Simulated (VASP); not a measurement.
# Ta2H in VASP: further runs

The runs below take Ta2H through single point, with PBEsol.

All numbers are computed with VASP 6.6.1; they aren't measurements. Logs are shortened: lines on timing, memory, paths and dates and some standing lists are left out, and cuts for length are marked.

## (1) The cell of the first run

The structure is tetragonal, space group P-4m2 (No. 115). The conventional cell has a = 3.425 Å, b = 3.425 Å, c = 3.668 Å, α = 90.00°, β = 90.00°, γ = 90.00°. Within 2.5 Å of Ta (site symmetry 2mm) lie 2 H at 1.87 Å. H (site symmetry -4m2) has 4 Ta at 1.87 Å within 2.5 Å.

## (2) Single point, PBEsol (strained)

INCAR reads:

```
SYSTEM = Ta2H
  PREC = Accurate
  ENCUT = 520
  EDIFF = 1E-7
  ISMEAR = 0
  SIGMA = 0.1
  LREAL = .False.
  LASPH = .True.
  NELM = 60
  ALGO = Normal
  ISIF = 2
  LWAVE = .False.
  LCHARG = .False.
  GGA = PS
  NBANDS = 18
```

KPOINTS reads:

```
Automatic mesh
0
Gamma
  12 12 12
  0 0 0
```

POSCAR reads:

```
Ta2H
1.0
    3.4248768892      0.0000000000      0.0000000000
    0.0000000000      3.4248768892      0.0000000000
    0.0000000000      0.0000000000      3.6677455744
Ta H
2 1
Direct
    0.5000000000      0.0000000000      0.7951952641
    0.0000000000      0.5000000000      0.2048047359
    0.0000000000      0.0000000000      0.0000000000
```

Potentials or basis: VASP PAW PBE potentials, release 64 (Ta_pv, H).

Command:

```
> cat potpaw_PBE.64/Ta_pv/POTCAR potpaw_PBE.64/H/POTCAR > POTCAR
> mpirun -np 1 vasp_std > vasp.out
```

OUTCAR:

```text
SYSTEM = Ta2H
   PREC = Accurate
   ENCUT = 520
   EDIFF = 1E-7
   ISMEAR = 0
   LREAL = .False.
   LASPH = .True.
   NELM = 60
   ISIF = 2
   GGA = PS

 ion  position               nearest neighbor table
   1  0.500  0.000  0.795-   3 1.87   3 1.87   2 2.85   2 2.85   2 2.85   2 2.85   2 3.25   2 3.25
                             2 3.25   2 3.25
   2  0.000  0.500  0.205-   3 1.87   3 1.87   1 2.85   1 2.85   1 2.85   1 2.85   1 3.25   1 3.25
                             1 3.25   1 3.25
   3  0.000  0.000  0.000-   1 1.87   2 1.87   2 1.87   1 1.87

  LATTYP: Found a simple tetragonal cell.
 ALAT       =     3.4248768892
 C/A-ratio  =     1.0709131140

  Lattice vectors:

 A1 = (   3.4248768892,   0.0000000000,   0.0000000000)
 A2 = (   0.0000000000,   3.4248768892,   0.0000000000)
 A3 = (   0.0000000000,   0.0000000000,   3.6677455744)

Analysis of symmetry for initial positions (statically):
=====================================================================
 Subroutine PRICEL returns:
 Original cell was already a primitive cell.

 Routine SETGRP: Setting up the symmetry group for a
 simple tetragonal supercell.

 Subroutine GETGRP returns: Found  8 space group operations
 (whereof  8 operations were pure point group operations)
 out of a pool of 16 trial point group operations.

The static configuration has the point symmetry D_2d.

Analysis of symmetry for dynamics (positions and initial velocities):
=====================================================================
 Subroutine PRICEL returns:
 Original cell was already a primitive cell.

 Routine SETGRP: Setting up the symmetry group for a
 simple tetragonal supercell.

 Subroutine GETGRP returns: Found  8 space group operations
 (whereof  8 operations were pure point group operations)
 out of a pool of 16 trial point group operations.

The dynamic configuration has the point symmetry D_2d.

 Subroutine INISYM returns: Found  8 space group operations
 (whereof  8 operations are pure point group operations),
 and found     1 'primitive' translations

----------------------------------------------------------------------------------------

                                     Primitive cell

  volume of cell :      43.0219

  direct lattice vectors                    reciprocal lattice vectors
     3.424876889  0.000000000  0.000000000     0.291981298  0.000000000  0.000000000
     0.000000000  3.424876889  0.000000000     0.000000000  0.291981298  0.000000000
     0.000000000  0.000000000  3.667745574     0.000000000  0.000000000  0.272647047

  length of vectors
     3.424876889  3.424876889  3.667745574     0.291981298  0.291981298  0.272647047

  position of ions in fractional coordinates (direct lattice)
     0.500000000  0.000000000  0.795195264
     0.000000000  0.500000000  0.204804736
     0.000000000  0.000000000  0.000000000

  ion indices of the primitive-cell ions
   primitive index   ion index
                 1           1
                 2           2
                 3           3

----------------------------------------------------------------------------------------

 KPOINTS: Automatic mesh

Automatic generation of k-mesh.
 Grid dimensions read from file:
 generate k-points for:   12   12   12

 Generating k-lattice:

  Cartesian coordinates                     Fractional coordinates (reciprocal lattice)
     0.024331775  0.000000000  0.000000000     0.083333333  0.000000000  0.000000000
     0.000000000  0.024331775  0.000000000     0.000000000  0.083333333  0.000000000
     0.000000000  0.000000000  0.022720587     0.000000000  0.000000000  0.083333333

  Length of vectors
     0.024331775  0.024331775  0.022720587

  Shift w.r.t. Gamma in fractional coordinates (k-lattice)
     0.000000000  0.000000000  0.000000000

 Subroutine IBZKPT returns following result:
 ===========================================

 Found    196 irreducible k-points:

 Following reciprocal coordinates:
            Coordinates               Weight
  0.000000  0.000000  0.000000      1.000000
  0.083333  0.000000  0.000000      4.000000
  0.166667  0.000000  0.000000      4.000000
  0.250000  0.000000  0.000000      4.000000
  0.333333  0.000000  0.000000      4.000000
  0.416667  0.000000  0.000000      4.000000
[... 16 lines left out ...]
  0.333333  0.333333  0.000000      4.000000
  0.416667  0.333333  0.000000      8.000000
 [... further k-points ...]
   k-points           NKPTS =    196   k-points in BZ     NKDIM =    196   number of bands    NBANDS=     18
   number of dos      NEDOS =    301   number of ions     NIONS =      3
   total plane-waves  NPLWV =  21952
   dimension x,y,z NGX =    28 NGY =   28 NGZ =   28
   dimension x,y,z NGXF=    56 NGYF=   56 NGZF=   56
   ions per type =               2   1
   NGX,Y,Z   is equivalent  to a cutoff of  13.59, 13.59, 12.69 a.u.
   NGXF,Y,Z  is equivalent  to a cutoff of  27.18, 27.18, 25.38 a.u.
 SYSTEM =  Ta2H
   PREC   = accura    normal or accurate (medium, high low for compatibility)
   ISTART =      0    job   : 0-new  1-cont  2-samecut
   ICHARG =      2    charge: 1-file 2-atom 10-const
   ISPIN  =      1    spin polarized calculation?
   LNONCOLLINEAR =      F non collinear calculations
   LSORBIT =      F    spin-orbit coupling
   LASPH  =      T    aspherical Exc in radial PAW
   ENCUT  =  520.0 eV  38.22 Ry    6.18 a.u.   6.37  6.37  6.82*2*pi/ulx,y,z
   NELM   =     60;   NELMIN=  2; NELMDL= -5     # of ELM steps
   EDIFF  = 0.1E-06   stopping-criterion for ELM
   LREAL  =      F    real-space projection
   EDIFFG = 0.1E-05   stopping-criterion for IOM
   NSW    =      0    number of steps for IOM
   IBRION =     -1    ionic relax: 0-MD 1-quasi-New 2-CG
   NFREE  =      0    steps in history (QN), initial steepest desc. (CG)
   ISIF   =      2    stress and relaxation
   ISYM   =      2    0-nonsym 1-usesym 2-fastsym
   POTIM  = 0.5000    time-step for ionic-motion
   TEBEG  =    0.0;   TEEND  =   0.0 temperature during run
   PSTRESS=    0.0 pullay stress
   NELECT =      23.0000    total number of electrons
   NUPDOWN=      -1.0000    fix difference up-down
   EMIN   =  10.00;   EMAX   =-10.00  energy-range for DOS
   EFERMI =   0.00;   METHOD = LEGACY
   ISMEAR =     0;   SIGMA  =   0.10  broadening in eV -4-tet -1-fermi 0-gaus
   EFERMI_NEDOS =   21; number of points for ismear=-14 and -15
   IALGO  =     38    algorithm
   IMIX   =      4    mixing-type and parameters
     AMIX     =   0.40;   BMIX     =  1.00
     AMIX_MAG =   1.60;   BMIX_MAG =  1.00
  volume/ion in A,a.u.               =      14.34        96.78
  Fermi-wavevector in a.u.,A,eV,Ry     =   1.328682  2.510845 24.019670  1.765396
  Thomas-Fermi vector in A             =   2.457901
   LORBIT       =      0    0 simple, 1 ext, 2 COOP (PROOUT), +10 PAW based schemes
   GGA     = PS    functional components
   LHFCALC =     F    Hartree Fock is set to
   AEXX    =    0.0000 exact exchange contribution
   IVDW    =     0    specifies the selected vdW correction
   LEPSILON=     F    determine dielectric tensor
   LRPA    =     F    only Hartree local field effects (RPA)
 non-spin polarized calculation
 Gauss-broadening in eV      SIGMA  =   0.10
  energy-cutoff  :      520.00
  volume of cell :       43.02
 maximum number of plane-waves:      1188
 NGX is ok and might be reduce to    28
   NGX = 13   NGY = 13   NGZ = 13

 number of electron      23.0000004 magnetization

 Free energy of the ion-electron system (eV)
  ---------------------------------------------------
  ext. energy  EPLUGINS =         0.00000000
  ---------------------------------------------------
  free energy    TOTEN  =       -27.89690491 eV

  energy without entropy =      -27.88624792  energy(sigma->0) =      -27.89157642

 E-fermi :   4.5197     XC(G=0): -12.0288

 val. band max:        4.5168078849   @ k =   0.1667   0.0833   0.0833
 cond. band min:       4.5244304221   @ k =   0.2500   0.0000   0.0000
 fundamental gap:      0.0076225372
 Fermi energy:         4.5196940662

 k-point     1 :       0.0000    0.0000    0.0000
  band No.  band energies     occupation
      1     -29.8692      2.00000
      2     -29.8692      2.00000
      3     -29.8478      2.00000
      4     -29.3277      2.00000
      5     -29.2461      2.00000
      6     -29.2461      2.00000
[... 10 lines left out ...]
     17       9.9519      0.00000
     18      10.8118      0.00000

 k-point     2 :       0.0833    0.0000    0.0000
  band No.  band energies     occupation
      1     -29.8848      2.00000
      2     -29.8598      2.00000
      3     -29.8360      2.00000
      4     -29.3318      2.00000
      5     -29.2593      2.00000
      6     -29.2546      2.00000
[... 10 lines left out ...]
     17       9.3646      0.00000
     18      10.9683      0.00000

 k-point     3 :       0.1667    0.0000    0.0000
  band No.  band energies     occupation
      1     -29.9132      2.00000
      2     -29.8326      2.00000
      3     -29.8172      2.00000
      4     -29.3473      2.00000
      5     -29.2908      2.00000
      6     -29.2794      2.00000
[... 10 lines left out ...]
     17       9.1175      0.00000
     18      10.0360      0.00000

 k-point     4 :       0.2500    0.0000    0.0000
  band No.  band energies     occupation
      1     -29.9449      2.00000
      2     -29.7980      2.00000
      3     -29.7908      2.00000
      4     -29.3813      2.00000
      5     -29.3212      2.00000
      6     -29.3179      2.00000
[... 375 lines left out ...]
      4     -29.5509      2.00000
      5     -29.4107      2.00000
      6     -29.2209      2.00000
[... 10 lines left out ...]
     17       9.3115      0.00000
     18       9.5714      0.00000

 k-point    23 :       0.3333    0.3333    0.0000
  band No.  band energies     occupation
      1     -30.1789      2.00000
      2     -29.8555      2.00000
      3     -29.6140      2.00000
      4     -29.5713      2.00000
      5     -29.3906      2.00000
      6     -29.1987      2.00000
[... 10 lines left out ...]
     17       9.7783      0.00000
     18       9.8594      0.00000

 k-point    24 :       0.4167    0.3333    0.0000
  band No.  band energies     occupation
      1     -30.2197      2.00000
      2     -29.8864      2.00000
      3     -29.5928      2.00000
      4     -29.5668      2.00000
      5     -29.3967      2.00000
      6     -29.1904      2.00000
[... 10 lines left out ...]
     17       9.4681      0.00000
     18       9.8088      0.00000

 [... further k-points ...]

------------------------ aborting loop because EDIFF is reached ----------------------------------------

  FORCE on cell =-STRESS in cart. coord.  units (eV):
  Direction    XX          YY          ZZ          XY          YZ          ZX
  --------------------------------------------------------------------------------------
  -------------------------------------------------------------------------------------
  Total       -1.6435214     -1.6435214     -6.3947323      0.0000000      0.0000000      0.0000000
  in kB      -61.2063960    -61.2063960   -238.1462900      0.0000000      0.0000000      0.0000000
  external PRESSURE =    -120.1863607 kB  Pullay stress =       0.0000000 kB

 VOLUME and BASIS-vectors are now :
 -----------------------------------------------------------------------------
  energy-cutoff  :      520.00
  volume of cell :       43.02
      direct lattice vectors                 reciprocal lattice vectors
     3.424876889  0.000000000  0.000000000     0.291981298  0.000000000  0.000000000
     0.000000000  3.424876889  0.000000000     0.000000000  0.291981298  0.000000000
     0.000000000  0.000000000  3.667745574     0.000000000  0.000000000  0.272647047

 POSITION                                       TOTAL-FORCE (eV/Angst)
 -----------------------------------------------------------------------------------
      1.71244      0.00000      2.91657         0.000000     -0.000000     -2.368623
      0.00000      1.71244      0.75117        -0.000000     -0.000000      2.368623
      0.00000      0.00000      0.00000         0.000000      0.000000      0.000000
 -----------------------------------------------------------------------------------
    total drift:                                0.000000      0.000000      0.000000

  FREE ENERGIE OF THE ION-ELECTRON SYSTEM (eV)
  ---------------------------------------------------
  free  energy   TOTEN  =       -27.8969049086 eV

  energy  without entropy=      -27.8862479224  energy(sigma->0) =      -27.89157642
```

Run time: 1.9 min. Hardware: 1 thread of Intel Xeon Platinum 8259CL at 2.50GHz (Skylake/Cascade Lake), shared host; peak memory 0.26 GiB.

Results:

| Quantity | Value |
| --- | --- |
| Free energy | -27.8969 eV |
| Pressure | -12.0 GPa |
| Largest force | 2.369 eV/Å |

Forces in eV/Å, atoms in the order of the input:
```
Ta   0.000  0.000 -2.369
Ta   0.000  0.000  2.369
H    0.000  0.000  0.000
```

Stress tensor (GPa, compression positive):
```
 -6.12   0.00   0.00
  0.00  -6.12   0.00
  0.00   0.00 -23.81
```

Caveat: the cell differs from its parent crystal (strained); the PAW data sets were made with another functional, which shifts forces and pressure a little; spin-orbit coupling is left out, which moves the levels of the heavy elements.

## (3) Single point, PBEsol (strained and its atoms moved)

INCAR reads:

```
SYSTEM = Ta2H
PREC = Accurate
ENCUT = 520
EDIFF = 1E-6
ISMEAR = 0
SIGMA = 0.1
LREAL = .False.
LASPH = .True.
NELM = 60
ALGO = Normal
ISIF = 2
LWAVE = .False.
LCHARG = .False.
GGA = PS
NBANDS = 18
```

KPOINTS is that of step 2.

POSCAR reads:

```
Ta2H
1.0
    3.5752200645      0.0000000000      0.0000000000
    0.0000000000      3.5752200645      0.0000000000
    0.0000000000      0.0000000000      3.4105549545
Ta H
2 1
Direct
    0.5000000000      0.0000000000      0.7628716776
    0.0000000000      0.5000000000      0.2371283224
    0.0000000000      0.0000000000      0.0000000000
```

Potentials or basis: VASP PAW PBE potentials, release 64 (Ta_pv, H).

Command:

```
> cat potpaw_PBE.64/Ta_pv/POTCAR potpaw_PBE.64/H/POTCAR > POTCAR
> mpirun -np 1 vasp_std > vasp.out
```

Run time: 90 s. Hardware: 1 thread of Intel Xeon Platinum 8259CL at 2.50GHz (Skylake/Cascade Lake), shared host; peak memory 0.26 GiB.

Results (log left out):

| Quantity | Value |
| --- | --- |
| Free energy | -28.3278 eV |
| Pressure | -22.0 GPa |
| Largest force | 0.659 eV/Å |

Forces in eV/Å, atoms in the order of the input:
```
Ta   0.000  0.000 -0.659
Ta   0.000  0.000  0.659
H    0.000  0.000  0.000
```

Stress tensor (GPa, compression positive):
```
-23.10   0.00   0.00
  0.00 -23.10   0.00
  0.00   0.00 -19.71
```

Levels at points of the mesh, in eV from the Fermi level:
```csv
k point,band 10,band 11,band 12,band 13,band 14,band 15
"(0.00, 0.00, 0.00)",0.09,0.50,0.50,2.21,3.11,5.03
"(0.50, 0.00, 0.00)",-0.71,0.40,0.54,0.70,1.31,2.38
"(0.50, 0.50, 0.00)",-0.80,-0.57,0.74,2.30,2.30,3.34
"(0.00, 0.00, 0.50)",-0.44,0.26,0.26,0.77,0.77,1.84
"(0.50, 0.00, 0.50)",-1.41,-1.00,0.82,2.59,2.81,3.97
"(0.50, 0.50, 0.50)",-1.32,-1.25,-1.15,3.22,3.22,3.93
```

Caveat: the cell differs from its parent crystal (strained and its atoms moved); the PAW data sets were made with another functional, which shifts forces and pressure a little; spin-orbit coupling is left out, which moves the levels of the heavy elements.

## (4) Single point, PBEsol (uniaxial strain along a: -4.0 %)

INCAR reads:

```
SYSTEM = Ta2H
PREC     = Accurate       ! precision mode
ENCUT    = 520            ! plane-wave cutoff, eV
EDIFF    = 1E-6           ! SCF threshold, eV
ISMEAR   = 0              ! smearing method
SIGMA    = 0.1            ! smearing width, eV
LREAL    = .FALSE.        ! projectors in reciprocal space
LASPH    = .TRUE.         ! aspherical terms in the spheres
NELM     = 80             ! most SCF steps
ALGO     = Normal         ! electronic algorithm
ISIF     = 2              ! what is computed and relaxed
LWAVE    = .FALSE.        ! write WAVECAR
LCHARG   = .TRUE.         ! write CHGCAR
GGA      = PS             ! functional
LELF     = .TRUE.         ! ELF
LVHAR    = .TRUE.       
NBANDS   = 18             ! bands
```

KPOINTS reads:

```
regular mesh
0
G
  12 12 12
  0 0 0
```

POSCAR reads:

```
Ta2H
1.0
    3.2129213257      0.0000000000      0.0000000000
    0.0000000000      3.3802609781      0.0000000000
    0.0000000000      0.0000000000      3.4268946563
Ta H
2 1
Direct
    0.5000000000      0.0000000000      0.7348430027
    0.0000000000      0.5000000000      0.2552913637
    0.0000000000      0.0000000000      0.0098656336
```

Command:

```
> cat potpaw_PBE.64/Ta_pv/POTCAR potpaw_PBE.64/H/POTCAR > POTCAR
> mpirun -np 1 vasp_std > vasp.out
```

Wall time 1.8 min (1 thread of AMD EPYC 9R45 (Zen 5), shared host); peak memory 0.28 GiB.

It converged, with:

```
Free energy   : -28.8111 eV
Pressure      : 5.4 GPa
Largest force : 0.166 eV/Å
```

Forces in eV/Å, atoms in the order of the input:
```
Ta   0.000  0.000 -0.150
Ta   0.000  0.000 -0.016
H    0.000  0.000  0.166
```

Stress tensor (GPa, compression positive):
```
11.19  0.00  0.00
 0.00  2.81  0.00
 0.00  0.00  2.23
```

Levels at points of the mesh, in eV from the Fermi level:
```tsv
k point	band 9	band 10	band 11	band 12	band 13	band 14	band 15	band 16
(0.00, 0.00, 0.00)	-4.04	-0.13	0.51	0.81	2.83	3.82	4.54	6.22
(0.50, 0.00, 0.00)	-1.53	-0.99	-0.64	0.59	0.75	0.86	2.29	2.81
(0.00, 0.50, 0.00)	-1.60	-1.14	-0.47	0.97	1.21	1.43	2.57	3.15
(0.50, 0.50, 0.00)	-4.57	-1.85	-0.57	1.61	3.43	3.83	4.67	4.95
(0.00, 0.00, 0.50)	-2.08	-1.61	0.45	0.91	1.08	1.60	2.80	3.33
(0.50, 0.00, 0.50)	-2.14	-1.79	-0.26	1.25	3.29	3.45	4.71	4.89
(0.00, 0.50, 0.50)	-1.55	-1.10	-1.03	0.95	2.70	2.75	4.06	4.18
(0.50, 0.50, 0.50)	-1.69	-1.41	-1.37	-1.02	4.15	4.41	4.51	4.72
```

Caveat: the cell differs from its parent crystal (uniaxial strain along a: -4.0 %); the PAW data sets were made with another functional, which shifts forces and pressure a little; spin-orbit coupling is left out, which moves the levels of the heavy elements.

## (5) The runs side by side

| cell | gap on the mesh (eV) | pressure (GPa) | largest force (eV/Å) |
| --- | --- | --- | --- |
| a = 3.425, b = 3.425, c = 3.668 Å, 3 atoms | none | -12.0 | 2.37 |
| a = 3.575, b = 3.575, c = 3.411 Å, 3 atoms | none | -22.0 | 0.66 |
| a = 3.213, b = 3.380, c = 3.427 Å, 3 atoms | none | 5.4 | 0.17 |

Alike in all rows: task single point; level PBEsol; potentials or basis VASP PAW PBE potentials, release 64 (Ta_pv, H); no spin polarisation; k mesh 12 × 12 × 12; cutoff (eV) 520; smearing gaussian 0.1 eV.

Caveats: the PAW data sets were made with another functional, which shifts forces and pressure a little; spin-orbit coupling is left out, which moves the levels of the heavy elements.

Total energies depend on the potentials used, so only differences within one code and one set of settings carry meaning.
